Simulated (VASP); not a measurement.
# Ca8F15 (a cell with a defect) in VASP: notebook

Ca8F15 (a cell with a defect) is run at these levels: PBE; tasks: single point.

Program: VASP 6.6.1. These are calculated values, not measurements. Logs are shortened: lines on timing, memory, paths and dates and some standing lists are left out, and cuts for length are marked.

### 1 The cell of the first run

The cell holds a defect, 23 atoms: a = 7.726 Å, b = 7.726 Å, c = 7.726 Å, α = 60.00°, β = 60.00°, γ = 60.00°.

### 2 Single point, PBE, collinear spin

File INCAR:

```
SYSTEM = Ca8F15
PREC = Accurate ; ENCUT = 520
EDIFF = 1E-6 ; ISMEAR = 0
SIGMA = 0.02 ; LREAL = .FALSE.
LASPH = .TRUE. ; NELM = 200
ALGO = Normal ; ISIF = 2
LWAVE = .FALSE. ; LCHARG = .FALSE.
ISPIN = 2 ; MAGMOM = 0 0 0 0 0 0 0 0 0.08 0.08 0.08 0.08 0 0 0.08 0.08 0.08 0.08 0.05 0.08 0.08 0.08 0.08
LORBIT = 11 ; GGA = PE
NBANDS = 114 ; NELECT = 183.0
GGA_COMPAT = .FALSE. ; KPAR = 2
NCORE = 2
```

File KPOINTS:

```
regular mesh
0
G
  2 2 2
  0 0 0
```

File POSCAR:

```
Ca8F15
1.0
    0.0000000000      5.4632090000      5.4632090000
    5.4632090000      0.0000000000      5.4632090000
    5.4632090000      5.4632090000      0.0000000000
Ca F
8 15
Direct
    0.0011260781      0.0069160817     -0.0053946316
    0.0127871733     -0.0112097121      0.4978416531
   -0.0005944309      0.4991719153     -0.0014261764
   -0.0005949800      0.4991688035      0.5001036021
    0.5002666931     -0.0010373940      0.0201814538
    0.5002784993     -0.0010336416      0.4778352796
    0.5077925812      0.4954820509     -0.0030094034
    0.4895498232      0.5108265124      0.4984423990
    0.1272793151      0.1211109624      0.1240077947
    0.3874939619      0.3636878069      0.3822858507
    0.1272476488      0.1211395171      0.6248744099
    0.3875243470      0.3636457071      0.8638141978
    0.1348766815      0.6348456557      0.1137619849
    0.3725405709      0.8701085754      0.3773057190
    0.1229622553      0.6215089886      0.6263826809
    0.4342750753      0.9544420688      0.8043476828
    0.6328883812      0.1286719033      0.1178484111
    0.8562715613      0.3572311621      0.3918743544
    0.8777605799      0.3762525834      0.8716112636
    0.6198893361      0.6283889194      0.1209719416
    0.8641306785      0.8867981254      0.3841907751
    0.6199180738      0.6283576191      0.6280237494
    0.8640888533      0.8868300664      0.8621588521
```

Potentials or basis: VASP PAW PBE potentials, release 64 (Ca_sv, F).

Run with:

```bash
cat potpaw_PBE.64/Ca_sv/POTCAR potpaw_PBE.64/F/POTCAR > POTCAR
mpirun -np 4 vasp_std > vasp.out
```

OUTCAR:

```text
SYSTEM = Ca8F15
   PREC = Accurate
   ENCUT = 520
   EDIFF = 1E-6
   ISMEAR = 0
   LREAL = .FALSE.
   LASPH = .TRUE.
   NELM = 200
   ISIF = 2
   ISPIN = 2
   LORBIT = 11
   GGA = PE
   NELECT = 183.0

 ion  position               nearest neighbor table
   1  0.001  0.007  0.995-  17 2.32  19 2.33  11 2.33   9 2.33  13 2.35  23 2.46  21 2.46
   2  0.013  0.989  0.498-  14 2.27  21 2.31  23 2.31  15 2.32  18 2.34   9 2.36  11 2.36
   3  0.999  0.499  0.999-  19 2.34  15 2.35   9 2.38  20 2.39  13 2.44  23 2.45  12 2.45  18 2.49

   4  0.999  0.499  0.500-  19 2.34  15 2.35  11 2.38  22 2.39  13 2.44  21 2.45  10 2.45  18 2.49

   5  0.500  0.999  0.020-  16 2.18  14 2.26  17 2.28  23 2.31  12 2.31  20 2.35   9 2.36
   6  0.500  0.999  0.478-  16 2.18  14 2.26  17 2.28  21 2.31  10 2.31  22 2.35  11 2.36
   7  0.508  0.495  0.997-  17 2.31  22 2.33  20 2.33  19 2.33  13 2.35  12 2.43  10 2.43
   8  0.490  0.511  0.498-  14 2.27  10 2.31  12 2.31  15 2.31  18 2.32  20 2.38  22 2.38
   9  0.127  0.121  0.124-   1 2.33   5 2.36   2 2.36   3 2.38
  10  0.387  0.364  0.382-   8 2.31   6 2.31   7 2.43   4 2.45
  11  0.127  0.121  0.625-   1 2.33   6 2.36   2 2.36   4 2.38
  12  0.388  0.364  0.864-   8 2.31   5 2.31   7 2.43   3 2.45
  13  0.135  0.635  0.114-   1 2.35   7 2.35   3 2.44   4 2.44
  14  0.373  0.870  0.377-   5 2.26   6 2.26   8 2.27   2 2.27
  15  0.123  0.622  0.626-   8 2.31   2 2.32   4 2.35   3 2.35
  16  0.434  0.954  0.804-   5 2.18   6 2.18
  17  0.633  0.129  0.118-   6 2.28   5 2.28   7 2.31   1 2.32
  18  0.856  0.357  0.392-   8 2.32   2 2.34   4 2.49   3 2.49
  19  0.878  0.376  0.872-   1 2.33   7 2.33   4 2.34   3 2.34
  20  0.620  0.628  0.121-   7 2.33   5 2.35   8 2.38   3 2.39
  21  0.864  0.887  0.384-   2 2.31   6 2.31   4 2.45   1 2.46
  22  0.620  0.628  0.628-   7 2.33   6 2.35   8 2.38   4 2.39
  23  0.864  0.887  0.862-   2 2.31   5 2.31   3 2.45   1 2.46

  LATTYP: Found a face centered cubic cell.
 ALAT       =    10.9264180000

  Lattice vectors:

 A1 = (   0.0000000000,   5.4632090000,   5.4632090000)
 A2 = (   5.4632090000,   0.0000000000,   5.4632090000)
 A3 = (   5.4632090000,   5.4632090000,   0.0000000000)

Analysis of symmetry for initial positions (statically):
=====================================================================
 Subroutine PRICEL returns:
 Original cell was already a primitive cell.

 Routine SETGRP: Setting up the symmetry group for a
 face centered cubic supercell.

 Subroutine GETGRP returns: Found  1 space group operations
 (whereof  1 operations were pure point group operations)
 out of a pool of 48 trial point group operations.

The static configuration has the point symmetry C_1 .

Analysis of symmetry for dynamics (positions and initial velocities):
=====================================================================
 Subroutine PRICEL returns:
 Original cell was already a primitive cell.

 Routine SETGRP: Setting up the symmetry group for a
 face centered cubic supercell.

 Subroutine GETGRP returns: Found  1 space group operations
 (whereof  1 operations were pure point group operations)
 out of a pool of 48 trial point group operations.

The dynamic configuration has the point symmetry C_1 .

Analysis of structural, dynamic, and magnetic symmetry:
=====================================================================
 Subroutine PRICEL returns:
 Original cell was already a primitive cell.

 Routine SETGRP: Setting up the symmetry group for a
 face centered cubic supercell.

 Subroutine GETGRP returns: Found  1 space group operations
 (whereof  1 operations were pure point group operations)
 out of a pool of 48 trial point group operations.

The overall configuration has the point symmetry C_1 .

 Subroutine INISYM returns: Found  1 space group operations
 (whereof  1 operations are pure point group operations),
 and found     1 'primitive' translations

----------------------------------------------------------------------------------------

                                     Primitive cell

  volume of cell :     326.1170

  direct lattice vectors                    reciprocal lattice vectors
     0.000000000  5.463209000  5.463209000    -0.091521302  0.091521302  0.091521302
     5.463209000  0.000000000  5.463209000     0.091521302 -0.091521302  0.091521302
     5.463209000  5.463209000  0.000000000     0.091521302  0.091521302 -0.091521302

  length of vectors
     7.726144262  7.726144262  7.726144262     0.158519545  0.158519545  0.158519545

  position of ions in fractional coordinates (direct lattice)
     0.001126078  0.006916082  0.994605368
     0.012787173  0.988790288  0.497841653
     0.999405569  0.499171915  0.998573824
     0.999405020  0.499168803  0.500103602
     0.500266693  0.998962606  0.020181454
[... 73 lines left out ...]
  0.000000  0.000000  0.000000      1.000000
  0.500000  0.000000  0.000000      1.000000
  0.000000  0.500000  0.000000      1.000000
  0.000000  0.000000  0.500000      1.000000
  0.500000  0.500000  0.500000      1.000000
  0.500000  0.500000  0.000000      1.000000
  0.000000  0.500000  0.500000      1.000000
  0.500000  0.000000  0.500000      1.000000
   k-points           NKPTS =      8   k-points in BZ     NKDIM =      8   number of bands    NBANDS=    114
   number of dos      NEDOS =    301   number of ions     NIONS =     23
   total plane-waves  NPLWV = 216000
   dimension x,y,z NGX =    60 NGY =   60 NGZ =   60
   dimension x,y,z NGXF=   120 NGYF=  120 NGZF=  120
   ions per type =               8  15
   NGX,Y,Z   is equivalent  to a cutoff of  12.91, 12.91, 12.91 a.u.
   NGXF,Y,Z  is equivalent  to a cutoff of  25.82, 25.82, 25.82 a.u.
 SYSTEM =  Ca8F15
   PREC   = accura    normal or accurate (medium, high low for compatibility)
   ISTART =      0    job   : 0-new  1-cont  2-samecut
   ICHARG =      2    charge: 1-file 2-atom 10-const
   ISPIN  =      2    spin polarized calculation?
   LNONCOLLINEAR =      F non collinear calculations
   LSORBIT =      F    spin-orbit coupling
   LASPH  =      T    aspherical Exc in radial PAW
   ENCUT  =  520.0 eV  38.22 Ry    6.18 a.u.  14.37 14.37 14.37*2*pi/ulx,y,z
   NELM   =    200;   NELMIN=  2; NELMDL= -5     # of ELM steps
   EDIFF  = 0.1E-05   stopping-criterion for ELM
   LREAL  =      F    real-space projection
   EDIFFG = 0.1E-04   stopping-criterion for IOM
   NSW    =      0    number of steps for IOM
   IBRION =     -1    ionic relax: 0-MD 1-quasi-New 2-CG
   NFREE  =      0    steps in history (QN), initial steepest desc. (CG)
   ISIF   =      2    stress and relaxation
   ISYM   =      2    0-nonsym 1-usesym 2-fastsym
   POTIM  = 0.5000    time-step for ionic-motion
   TEBEG  =    0.0;   TEEND  =   0.0 temperature during run
   PSTRESS=    0.0 pullay stress
   NELECT =     183.0000    total number of electrons
   NUPDOWN=      -1.0000    fix difference up-down
   EMIN   =  10.00;   EMAX   =-10.00  energy-range for DOS
   EFERMI =   0.00;   METHOD = LEGACY
   ISMEAR =     0;   SIGMA  =   0.02  broadening in eV -4-tet -1-fermi 0-gaus
   EFERMI_NEDOS =   21; number of points for ismear=-14 and -15
   IALGO  =     38    algorithm
   IMIX   =      4    mixing-type and parameters
     AMIX     =   0.40;   BMIX     =  1.00
     AMIX_MAG =   1.60;   BMIX_MAG =  1.00
  volume/ion in A,a.u.               =      14.18        95.68
  Fermi-wavevector in a.u.,A,eV,Ry     =   1.350312  2.551719 24.808072  1.823342
  Thomas-Fermi vector in A             =   2.477827
   LORBIT       =     11    0 simple, 1 ext, 2 COOP (PROOUT), +10 PAW based schemes
   GGA     = PE    functional components
   LHFCALC =     F    Hartree Fock is set to
   AEXX    =    0.0000 exact exchange contribution
   IVDW    =     0    specifies the selected vdW correction
   LEPSILON=     F    determine dielectric tensor
   LRPA    =     F    only Hartree local field effects (RPA)
 spin polarized calculation
 Gauss-broadening in eV      SIGMA  =   0.02
  energy-cutoff  :      520.00
  volume of cell :      326.12
 maximum number of plane-waves:      8801
 NGX is ok and might be reduce to    60
   NGX = 29   NGY = 29   NGZ = 29

 number of electron     183.0000020 magnetization       0.0504896

 number of electron     183.0000020 magnetization      -0.2941889

 Free energy of the ion-electron system (eV)
  ---------------------------------------------------
  ext. energy  EPLUGINS =         0.00000000
  ---------------------------------------------------
  free energy    TOTEN  =      -133.70444383 eV

  energy without entropy =     -133.69735024  energy(sigma->0) =     -133.70089703

 E-fermi :  -1.4067     XC(G=0):  -9.3216

 val. band max:       -1.4184614191   @ k =   0.0000   0.0000   0.0000
 cond. band min:      -1.4060795479   @ k =   0.5000   0.5000   0.0000
 fundamental gap:      0.0123818712
 Fermi energy:        -1.4066943813

 spin component 1

 k-point     1 :       0.0000    0.0000    0.0000
  band No.  band energies     occupation
      1     -37.1404      1.00000
      2     -37.1258      1.00000
      3     -37.1051      1.00000
      4     -37.0883      1.00000
      5     -37.0342      1.00000
      6     -36.9981      1.00000
[... 837 lines left out ...]
    102       8.1709      0.00000
    103       8.2385      0.00000
 Fermi energy:        -1.4066943813

 spin component 2

 k-point     1 :       0.0000    0.0000    0.0000
  band No.  band energies     occupation
      1     -37.1399      1.00000
      2     -37.1251      1.00000
      3     -37.1047      1.00000
      4     -37.0879      1.00000
      5     -37.0338      1.00000
      6     -36.9976      1.00000
[... 837 lines left out ...]
    102       8.1707      0.00000
    103       8.2376      0.00000
 [bands above 103 left out]

------------------------ aborting loop because EDIFF is reached ----------------------------------------

  FORCE on cell =-STRESS in cart. coord.  units (eV):
  Direction    XX          YY          ZZ          XY          YZ          ZX
  --------------------------------------------------------------------------------------
  -------------------------------------------------------------------------------------
  Total       -4.4688306     -4.4702582     -7.9561505      1.1517768     -0.0894431      0.0944200
  in kB      -21.9548780    -21.9618919    -39.0877011      5.6585542     -0.4394244      0.4638750
  external PRESSURE =     -27.6681570 kB  Pullay stress =       0.0000000 kB

 VOLUME and BASIS-vectors are now :
 -----------------------------------------------------------------------------
  energy-cutoff  :      520.00
  volume of cell :      326.12
      direct lattice vectors                 reciprocal lattice vectors
     0.000000000  5.463209000  5.463209000    -0.091521302  0.091521302  0.091521302
     5.463209000  0.000000000  5.463209000     0.091521302 -0.091521302  0.091521302
     5.463209000  5.463209000  0.000000000     0.091521302  0.091521302 -0.091521302

 POSITION                                       TOTAL-FORCE (eV/Angst)
 -----------------------------------------------------------------------------------
      5.47152      5.43989      0.04394        -0.032200      0.032696      0.044531
      8.12178      2.78967      5.47183         0.012894     -0.012418      0.056592
      8.18250     10.91538      8.18704         0.020856      0.021038      0.009338
      5.45923      8.19213      8.18702        -0.021004     -0.021009      0.009599
      5.56780      2.84332      8.19060        -0.021065     -0.031084      0.005779
      8.06808      5.34364      8.19069         0.035692      0.025391      0.003864
[... 15 lines left out ...]
      6.86387      6.81777      6.81959        -0.038919     -0.010235      0.020479
      9.55509      9.43085      9.56564        -0.003794     -0.020515      0.014365
 -----------------------------------------------------------------------------------
    total drift:                               -0.000750     -0.000257      0.000378

  FREE ENERGIE OF THE ION-ELECTRON SYSTEM (eV)
  ---------------------------------------------------
  free  energy   TOTEN  =      -133.7044438253 eV

  energy  without entropy=     -133.6973502372  energy(sigma->0) =     -133.70089703

 total charge

# of ion       s       p       d       tot
------------------------------------------
    1        2.016   5.861   0.189   8.066
    2        2.021   5.868   0.215   8.103
    3        2.014   5.858   0.179   8.051
    4        2.014   5.858   0.179   8.051
    5        2.024   5.877   0.239   8.140
    6        2.024   5.876   0.239   8.139
[... 15 lines left out ...]
   22        1.736   4.350   0.000   6.085
   23        1.735   4.350   0.000   6.085
--------------------------------------------------
tot         42.177 112.295   1.644 156.116

 magnetization (x)

# of ion       s       p       d       tot
------------------------------------------
    1        0.000  -0.000   0.000   0.000
    2        0.000   0.000   0.001   0.001
    3        0.000   0.000   0.000   0.001
    4        0.000   0.000   0.000   0.001
    5        0.000  -0.000  -0.000  -0.000
    6        0.000  -0.000  -0.000  -0.000
[... 15 lines left out ...]
   22       -0.000  -0.028   0.000  -0.028
   23       -0.000  -0.061   0.000  -0.061
--------------------------------------------------
tot         -0.001  -0.269   0.003  -0.267
```

Run time: 24 min. Hardware: 4 MPI ranks of Intel Xeon Platinum 8375C at 2.90GHz (Ice Lake), shared host; peak memory 0.55 GiB.

What came out:

| Quantity | Value |
| --- | --- |
| Free energy | -133.7044 eV |
| Largest force | 0.472 eV/Å |
| Net moment | -0.29 μB per cell |
| Site moments | Ca +0.00, -0.00 (each value once); F -0.02, -0.06, -0.00, -0.03, +0.10, +0.04 (each value once) μB |
| Valence electrons inside the program's atomic spheres | Ca 8.07, 8.10, 8.05, 8.14 (each value once); F 6.08, 6.09, 6.10, 6.13, 6.11, 6.07, 6.12 (each value once) |

Forces on the atoms (eV/Å):
```
Ca  -0.032  0.033  0.045
Ca   0.013 -0.012  0.057
Ca   0.021  0.021  0.009
Ca  -0.021 -0.021  0.010
Ca  -0.021 -0.031  0.006
Ca   0.036  0.025  0.004
Ca   0.033 -0.033  0.045
Ca  -0.006  0.006  0.060
F    0.043  0.006  0.026
F    0.010  0.033  0.016
F   -0.009 -0.041  0.026
F   -0.032 -0.012  0.017
F   -0.003  0.002 -0.029
F    0.006 -0.004  0.033
F    0.003 -0.002  0.013
F   -0.038  0.026 -0.470
F    0.004 -0.002  0.039
F    0.001 -0.002  0.012
F    0.004 -0.003  0.016
F    0.008  0.040  0.020
F    0.022  0.002  0.014
F   -0.039 -0.010  0.020
F   -0.004 -0.021  0.014
```

Levels at points of the mesh, in eV from the Fermi level:
Spin up:
| k point | band 88 | band 89 | band 90 | band 91 | band 92 | band 93 | band 94 | band 95 |
| --- | --- | --- | --- | --- | --- | --- | --- | --- |
| (0.00, 0.00, 0.00) | -0.15 | -0.12 | -0.02 | -0.01 | 0.07 | 7.00 | 8.44 | 8.47 |
| (0.50, 0.00, 0.00) | -0.26 | -0.26 | -0.22 | -0.20 | -0.14 | 7.77 | 8.54 | 8.60 |
| (0.00, 0.50, 0.00) | -0.26 | -0.26 | -0.21 | -0.20 | -0.15 | 7.77 | 8.55 | 8.60 |
| (0.00, 0.00, 0.50) | -0.26 | -0.25 | -0.21 | -0.20 | -0.15 | 7.73 | 8.49 | 8.59 |
| (0.50, 0.50, 0.50) | -0.26 | -0.25 | -0.21 | -0.20 | -0.15 | 7.73 | 8.49 | 8.59 |
| (0.50, 0.50, 0.00) | -0.07 | -0.05 | -0.05 | 0.00 | 0.01 | 7.85 | 8.59 | 8.64 |
| (0.00, 0.50, 0.50) | -0.11 | -0.09 | -0.03 | 0.00 | 0.01 | 7.84 | 8.58 | 8.60 |
| (0.50, 0.00, 0.50) | -0.11 | -0.09 | -0.03 | 0.00 | 0.01 | 7.84 | 8.58 | 8.60 |
Spin down:
| k point | band 88 | band 89 | band 90 | band 91 | band 92 | band 93 | band 94 | band 95 |
| --- | --- | --- | --- | --- | --- | --- | --- | --- |
| (0.00, 0.00, 0.00) | -0.17 | -0.13 | -0.08 | -0.04 | 0.00 | 7.00 | 8.43 | 8.47 |
| (0.50, 0.00, 0.00) | -0.29 | -0.25 | -0.24 | -0.22 | -0.15 | 7.77 | 8.54 | 8.60 |
| (0.00, 0.50, 0.00) | -0.29 | -0.25 | -0.24 | -0.21 | -0.15 | 7.77 | 8.55 | 8.59 |
| (0.00, 0.00, 0.50) | -0.28 | -0.26 | -0.22 | -0.19 | -0.16 | 7.73 | 8.48 | 8.59 |
| (0.50, 0.50, 0.50) | -0.28 | -0.26 | -0.22 | -0.19 | -0.16 | 7.73 | 8.48 | 8.59 |
| (0.50, 0.50, 0.00) | -0.14 | -0.13 | -0.13 | -0.07 | 0.01 | 7.85 | 8.59 | 8.63 |
| (0.00, 0.50, 0.50) | -0.14 | -0.13 | -0.09 | -0.08 | 0.01 | 7.84 | 8.57 | 8.60 |
| (0.50, 0.00, 0.50) | -0.14 | -0.13 | -0.09 | -0.08 | 0.01 | 7.84 | 8.57 | 8.60 |

Caveat: the k points lie up to 0.50 Å⁻¹ apart; the cell carries a net charge on a neutralising background, which shifts energy and pressure; the cell is charged against a uniform background, so pressure and absolute levels hang on convention.

(Continued in part 2 of 2.)
